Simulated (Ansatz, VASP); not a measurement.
**Ti: VASP beside Ansatz**

```
Ti
1.0
     4.45083    0.00000    0.00000
    -2.22541    3.85453    0.00000
     0.00000    0.00000    2.77055
Ti
3
Direct
  0.00000 0.00000 0.00000
  0.33333 0.66667 0.50000
  0.66667 0.33333 0.50000
```

Alike in both runs: functional LDA; k mesh 12 × 12 × 14; occupations gaussian, width 0.1 eV; no spin polarisation.

Ansatz relaxed the structure, and its values are those at the end. VASP's run is a single point on that final structure, the one shown.

|  | VASP | Ansatz |
| --- | --- | --- |
| version | VASP 6.6.1 | Ansatz 0.2.0 |
| potentials or method | VASP PAW LDA potentials, release 64 (Ti_sv), cutoff 520 eV | scalar-relativistic, plane waves, PAW |
| valence electrons in the cell | 36 | 36 |

|  | VASP | Ansatz | Ansatz less VASP |
| --- | --- | --- | --- |
| gap on the k mesh at the Fermi level (eV) | none | none | - |
| pressure (GPa) | -0.3 | 0.0 | +0.32 |

Ansatz warns that its potentials were made for another functional, while VASP's fit it. LDA's correlation is that of Perdew and Zunger in VASP and of Perdew and Wang (1992) in Ansatz. A gap of «none» marks a metal or a gap that the smearing closes.
